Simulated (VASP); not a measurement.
# TePb (P1) in VASP: single point with PBE

Aim: the single point of TePb with PBE.

Program: VASP 6.6.1. These are calculated values, not measurements. Logs are shortened: lines on timing, memory, paths and dates and some standing lists are left out, and cuts for length are marked.

## Step 1: The cell of the first run

The typed cell holds 4 atoms: a = 5.606 Å, b = 5.606 Å, c = 6.704 Å, α = 90.00°, β = 90.00°, γ = 120.00°.

## Step 2: Single point, PBE

The input, INCAR:

```
SYSTEM = TePb
PREC = Accurate
ENCUT = 520
EDIFF = 1E-7
ISMEAR = -1
SIGMA = 0.02
LREAL = .FALSE.
LASPH = .TRUE.
NELM = 100
ALGO = Normal
ISIF = 2
LWAVE = .FALSE.
LCHARG = .FALSE.
GGA = PE
NBANDS = 28
```

The input, KPOINTS:

```
Automatic mesh
0
G
  6 6 2
  0 0 0
```

The input, POSCAR:

```
TePb
1.0
    5.6058790000      0.0000000000      0.0000000000
   -2.8029390000      4.8548330000      0.0000000000
    0.0000000000      0.0000000000      6.7038780000
Pb Te
2 2
Direct
    0.3225407109      0.6667248904     -0.0540558763
    0.6796294771      0.3392116680      0.4302021904
    0.3506186460      0.6786536221      0.4361290584
    0.6673160788      0.3451103261      0.9435249269
```

Potentials or basis: VASP PAW PBE potentials, release 64 (Pb_d, Te).

The run is started by

```console
cat potpaw_PBE.64/Pb_d/POTCAR potpaw_PBE.64/Te/POTCAR > POTCAR
mpirun -np 1 vasp_std > vasp.out
```

OUTCAR:

```text
SYSTEM = TePb
   PREC = Accurate
   ENCUT = 520
   EDIFF = 1E-7
   ISMEAR = -1
   LREAL = .FALSE.
   LASPH = .TRUE.
   NELM = 100
   ISIF = 2
   GGA = PE

 ion  position               nearest neighbor table
   1  0.323  0.667  0.946-   4 3.18   4 3.24   3 3.29   4 3.29   3 3.42
   2  0.680  0.339  0.430-   3 3.21   3 3.25   3 3.26   4 3.26   4 3.44
   3  0.351  0.679  0.436-   2 3.21   2 3.25   2 3.26   1 3.29   1 3.42
   4  0.667  0.345  0.944-   1 3.18   1 3.24   2 3.26   1 3.29   2 3.44

  LATTYP: Found a hexagonal cell.
 ALAT       =     5.6058790000
 C/A-ratio  =     1.1958656261

  Lattice vectors:

 A1 = (   5.6058790000,   0.0000000000,   0.0000000000)
 A2 = (  -2.8029390000,   4.8548330000,   0.0000000000)
 A3 = (   0.0000000000,   0.0000000000,   6.7038780000)

Analysis of symmetry for initial positions (statically):
=====================================================================
 Subroutine PRICEL returns:
 Original cell was already a primitive cell.

 Routine SETGRP: Setting up the symmetry group for a
 hexagonal supercell.

 Subroutine GETGRP returns: Found  1 space group operations
 (whereof  1 operations were pure point group operations)
 out of a pool of 24 trial point group operations.

The static configuration has the point symmetry C_1 .

Analysis of symmetry for dynamics (positions and initial velocities):
=====================================================================
 Subroutine PRICEL returns:
 Original cell was already a primitive cell.

 Routine SETGRP: Setting up the symmetry group for a
 hexagonal supercell.

 Subroutine GETGRP returns: Found  1 space group operations
 (whereof  1 operations were pure point group operations)
 out of a pool of 24 trial point group operations.

The dynamic configuration has the point symmetry C_1 .

 Subroutine INISYM returns: Found  1 space group operations
 (whereof  1 operations are pure point group operations),
 and found     1 'primitive' translations

----------------------------------------------------------------------------------------

                                     Primitive cell

  volume of cell :     182.4501

  direct lattice vectors                    reciprocal lattice vectors
     5.605879000  0.000000000  0.000000000     0.178384157  0.102990136  0.000000000
    -2.802939000  4.854833000  0.000000000     0.000000000  0.205980309  0.000000000
     0.000000000  0.000000000  6.703878000     0.000000000  0.000000000  0.149167392

  length of vectors
     5.605879000  5.605878209  6.703878000     0.205980280  0.205980309  0.149167392

  position of ions in fractional coordinates (direct lattice)
     0.322540711  0.666724890  0.945944124
     0.679629477  0.339211668  0.430202190
     0.350618646  0.678653622  0.436129058
     0.667316079  0.345110326  0.943524927

  ion indices of the primitive-cell ions
   primitive index   ion index
                 1           1
                 2           2
                 3           3
                 4           4

----------------------------------------------------------------------------------------

 KPOINTS: Automatic mesh

Automatic generation of k-mesh.
 Grid dimensions read from file:
 generate k-points for:    6    6    2

 Generating k-lattice:

  Cartesian coordinates                     Fractional coordinates (reciprocal lattice)
     0.029730693  0.017165023  0.000000000     0.166666667  0.000000000  0.000000000
     0.000000000  0.034330051  0.000000000     0.000000000  0.166666667  0.000000000
     0.000000000  0.000000000  0.074583696     0.000000000  0.000000000  0.500000000

  Length of vectors
     0.034330047  0.034330051  0.074583696

  Shift w.r.t. Gamma in fractional coordinates (k-lattice)
     0.000000000  0.000000000  0.000000000

 Subroutine IBZKPT returns following result:
 ===========================================

 Found     40 irreducible k-points:

 Following reciprocal coordinates:
            Coordinates               Weight
  0.000000  0.000000  0.000000      1.000000
  0.166667 -0.000000  0.000000      2.000000
  0.000000  0.166667  0.000000      2.000000
 -0.166667  0.166667  0.000000      2.000000
  0.333333 -0.000000  0.000000      2.000000
  0.000000  0.333333  0.000000      2.000000
[... 16 lines left out ...]
  0.000000  0.166667  0.500000      2.000000
 -0.166667  0.166667  0.500000      2.000000
 [... further k-points ...]
   k-points           NKPTS =     40   k-points in BZ     NKDIM =     40   number of bands    NBANDS=     28
   number of dos      NEDOS =    301   number of ions     NIONS =      4
   total plane-waves  NPLWV =  88200
   dimension x,y,z NGX =    42 NGY =   42 NGZ =   50
   dimension x,y,z NGXF=    84 NGYF=   84 NGZF=  100
   ions per type =               2   2
   NGX,Y,Z   is equivalent  to a cutoff of  12.46, 12.46, 12.40 a.u.
   NGXF,Y,Z  is equivalent  to a cutoff of  24.91, 24.91, 24.80 a.u.
 SYSTEM =  TePb
   PREC   = accura    normal or accurate (medium, high low for compatibility)
   ISTART =      0    job   : 0-new  1-cont  2-samecut
   ICHARG =      2    charge: 1-file 2-atom 10-const
   ISPIN  =      1    spin polarized calculation?
   LNONCOLLINEAR =      F non collinear calculations
   LSORBIT =      F    spin-orbit coupling
   LASPH  =      T    aspherical Exc in radial PAW
   ENCUT  =  520.0 eV  38.22 Ry    6.18 a.u.  10.42 10.42 12.46*2*pi/ulx,y,z
   NELM   =    100;   NELMIN=  2; NELMDL= -5     # of ELM steps
   EDIFF  = 0.1E-06   stopping-criterion for ELM
   LREAL  =      F    real-space projection
   EDIFFG = 0.1E-05   stopping-criterion for IOM
   NSW    =      0    number of steps for IOM
   IBRION =     -1    ionic relax: 0-MD 1-quasi-New 2-CG
   NFREE  =      0    steps in history (QN), initial steepest desc. (CG)
   ISIF   =      2    stress and relaxation
   ISYM   =      2    0-nonsym 1-usesym 2-fastsym
   POTIM  = 0.5000    time-step for ionic-motion
   TEBEG  =    0.0;   TEEND  =   0.0 temperature during run
   PSTRESS=    0.0 pullay stress
   NELECT =      40.0000    total number of electrons
   NUPDOWN=      -1.0000    fix difference up-down
   EMIN   =  10.00;   EMAX   =-10.00  energy-range for DOS
   EFERMI =   0.00;   METHOD = LEGACY
   ISMEAR =    -1;   SIGMA  =   0.02  broadening in eV -4-tet -1-fermi 0-gaus
   EFERMI_NEDOS =   21; number of points for ismear=-14 and -15
   IALGO  =     38    algorithm
   IMIX   =      4    mixing-type and parameters
     AMIX     =   0.40;   BMIX     =  1.00
     AMIX_MAG =   1.60;   BMIX_MAG =  1.00
  volume/ion in A,a.u.               =      45.61       307.81
  Fermi-wavevector in a.u.,A,eV,Ry     =   0.987143  1.865430 13.258218  0.974452
  Thomas-Fermi vector in A             =   2.118576
   LORBIT       =      0    0 simple, 1 ext, 2 COOP (PROOUT), +10 PAW based schemes
   GGA     = PE    functional components
   LHFCALC =     F    Hartree Fock is set to
   AEXX    =    0.0000 exact exchange contribution
   IVDW    =     0    specifies the selected vdW correction
   LEPSILON=     F    determine dielectric tensor
   LRPA    =     F    only Hartree local field effects (RPA)
 non-spin polarized calculation
  energy-cutoff  :      520.00
  volume of cell :      182.45
 maximum number of plane-waves:      4934
 NGX is ok and might be reduce to    42
   NGX = 21   NGY = 21   NGZ = 25

 number of electron      39.9999998 magnetization

 Free energy of the ion-electron system (eV)
  ---------------------------------------------------
  ext. energy  EPLUGINS =         0.00000000
  ---------------------------------------------------
  free energy    TOTEN  =       -14.34797683 eV

  energy without entropy =      -14.34797683  energy(sigma->0) =      -14.34797683

 E-fermi :   3.3631     XC(G=0):  -7.7060

 val. band max:        2.9490366221   @ k =   0.3333   0.3333   0.5000
 cond. band min:       4.1238000659   @ k =   0.3333   0.3333   0.5000
 fundamental gap:      1.1747634438
 Fermi energy:         3.3631001324

 k-point     1 :       0.0000    0.0000    0.0000
  band No.  band energies     occupation
      1     -13.8881      2.00000
      2     -13.8562      2.00000
      3     -13.8542      2.00000
      4     -13.8490      2.00000
      5     -13.8394      2.00000
      6     -13.8371      2.00000
[... 20 lines left out ...]
     27       8.3650      0.00000
     28       8.5805      0.00000

 k-point     2 :       0.1667   -0.0000    0.0000
  band No.  band energies     occupation
      1     -13.8864      2.00000
      2     -13.8575      2.00000
      3     -13.8545      2.00000
      4     -13.8485      2.00000
      5     -13.8392      2.00000
      6     -13.8363      2.00000
[... 20 lines left out ...]
     27       8.1882      0.00000
     28       8.3720      0.00000

 k-point     3 :       0.0000    0.1667    0.0000
  band No.  band energies     occupation
      1     -13.8863      2.00000
      2     -13.8574      2.00000
      3     -13.8541      2.00000
      4     -13.8493      2.00000
      5     -13.8387      2.00000
      6     -13.8371      2.00000
[... 20 lines left out ...]
     27       8.1203      0.00000
     28       8.5096      0.00000

 k-point     4 :      -0.1667    0.1667    0.0000
  band No.  band energies     occupation
      1     -13.8864      2.00000
      2     -13.8574      2.00000
      3     -13.8547      2.00000
      4     -13.8483      2.00000
      5     -13.8392      2.00000
      6     -13.8366      2.00000
[... 20 lines left out ...]
     27       8.2308      0.00000
     28       8.5184      0.00000

 k-point     5 :       0.3333   -0.0000    0.0000
  band No.  band energies     occupation
      1     -13.8821      2.00000
      2     -13.8614      2.00000
      3     -13.8552      2.00000
      4     -13.8470      2.00000
      5     -13.8386      2.00000
      6     -13.8355      2.00000
[... 20 lines left out ...]
     27       8.0636      0.00000
     28       8.7364      0.00000

 k-point     6 :       0.0000    0.3333    0.0000
  band No.  band energies     occupation
      1     -13.8818      2.00000
      2     -13.8614      2.00000
      3     -13.8539      2.00000
      4     -13.8498      2.00000
      5     -13.8374      2.00000
      6     -13.8364      2.00000
[... 463 lines left out ...]
      5     -13.8438      2.00000
      6     -13.8423      2.00000
[... 20 lines left out ...]
     27       8.1554      0.00000
     28       8.2920      0.00000

 k-point    22 :       0.1667   -0.0000    0.5000
  band No.  band energies     occupation
      1     -13.8739      2.00000
      2     -13.8632      2.00000
      3     -13.8536      2.00000
      4     -13.8463      2.00000
      5     -13.8432      2.00000
      6     -13.8414      2.00000
[... 20 lines left out ...]
     27       8.8263      0.00000
     28       8.9374      0.00000

 k-point    23 :       0.0000    0.1667    0.5000
  band No.  band energies     occupation
      1     -13.8737      2.00000
      2     -13.8634      2.00000
      3     -13.8532      2.00000
      4     -13.8465      2.00000
      5     -13.8432      2.00000
      6     -13.8421      2.00000
[... 20 lines left out ...]
     27       8.8212      0.00000
     28       8.9332      0.00000

 k-point    24 :      -0.1667    0.1667    0.5000
  band No.  band energies     occupation
      1     -13.8737      2.00000
      2     -13.8632      2.00000
      3     -13.8536      2.00000
      4     -13.8464      2.00000
      5     -13.8435      2.00000
      6     -13.8415      2.00000
[... 20 lines left out ...]
     27       8.8199      0.00000
     28       8.9320      0.00000

 [... further k-points ...]

------------------------ aborting loop because EDIFF is reached ----------------------------------------

  FORCE on cell =-STRESS in cart. coord.  units (eV):
  Direction    XX          YY          ZZ          XY          YZ          ZX
  --------------------------------------------------------------------------------------
  -------------------------------------------------------------------------------------
  Total       -1.9519583     -2.0231431      1.8205542      0.0595970      0.0031158     -0.0260471
  in kB      -17.1410333    -17.7661391     15.9871145      0.5233481      0.0273616     -0.2287312
  external PRESSURE =      -6.3066860 kB  Pullay stress =       0.0000000 kB

 VOLUME and BASIS-vectors are now :
 -----------------------------------------------------------------------------
  energy-cutoff  :      520.00
  volume of cell :      182.45
      direct lattice vectors                 reciprocal lattice vectors
     5.605879000  0.000000000  0.000000000     0.178384157  0.102990136  0.000000000
    -2.802939000  4.854833000  0.000000000     0.000000000  0.205980309  0.000000000
     0.000000000  0.000000000  6.703878000     0.000000000  0.000000000  0.149167392

 POSITION                                       TOTAL-FORCE (eV/Angst)
 -----------------------------------------------------------------------------------
     -0.06066      3.23684      6.34149         0.077688      0.121601      0.001011
      2.85913      1.64682      2.88402         0.006234      0.059937     -0.015755
      0.06330      3.29475      2.92376         0.013379     -0.063898      0.057690
      2.77357      1.67545      6.32528        -0.097301     -0.117640     -0.042946
 -----------------------------------------------------------------------------------
    total drift:                                0.000067     -0.000062      0.000377

  FREE ENERGIE OF THE ION-ELECTRON SYSTEM (eV)
  ---------------------------------------------------
  free  energy   TOTEN  =       -14.3479768266 eV

  energy  without entropy=      -14.3479768266  energy(sigma->0) =      -14.34797683
```

It took 3.3 min on 1 thread of Intel Xeon Platinum 8259CL at 2.50GHz (Skylake/Cascade Lake), shared host; peak memory 0.38 GiB.

Results:

```
Free energy            : -14.3480 eV
Pressure               : -0.6 GPa
Largest force          : 0.159 eV/Å
Band gap on the k mesh : 1.17 eV
```

Forces in eV/Å, atoms in the order of the input:
```
Pb   0.078  0.122  0.001
Pb   0.006  0.060 -0.016
Te   0.013 -0.064  0.058
Te  -0.097 -0.118 -0.043
```

Levels at points of the mesh, in eV from the valence-band top:
```
           k point  band 16  band 17  band 18  band 19  band 20  band 21  band 22  band 23  band 24  band 25
(0.00, 0.00, 0.00)    -2.40    -2.34    -1.22    -1.17    -1.11     1.35     1.51     2.85     2.91     3.89
(0.50, 0.00, 0.00)    -2.90    -2.18    -1.69    -1.52    -0.36     2.33     3.32     3.36     3.82     4.62
(0.00, 0.50, 0.00)    -2.93    -2.16    -1.74    -1.56    -0.33     2.26     3.28     3.44     4.04     4.58
(0.50, 0.50, 0.00)    -2.91    -2.19    -1.74    -1.56    -0.30     2.26     3.28     3.42     4.18     4.60
(0.00, 0.00, 0.50)    -1.89    -1.75    -1.68    -1.15    -0.91     1.73     1.82     1.99     2.05     2.12
(0.50, 0.00, 0.50)    -2.22    -1.27    -1.20    -0.50    -0.43     1.24     1.40     2.56     2.72     3.71
(0.00, 0.50, 0.50)    -2.25    -1.25    -1.15    -0.58    -0.49     1.25     1.41     2.55     2.72     3.74
(0.50, 0.50, 0.50)    -2.25    -1.23    -1.11    -0.61    -0.51     1.24     1.37     2.60     2.73     3.75
```

Caveat: the k points lie up to 0.47 Å⁻¹ apart; the atoms stand as in a frame of molecular dynamics; spin-orbit coupling is left out, which moves the levels of the heavy elements. A k mesh can miss the band edges.
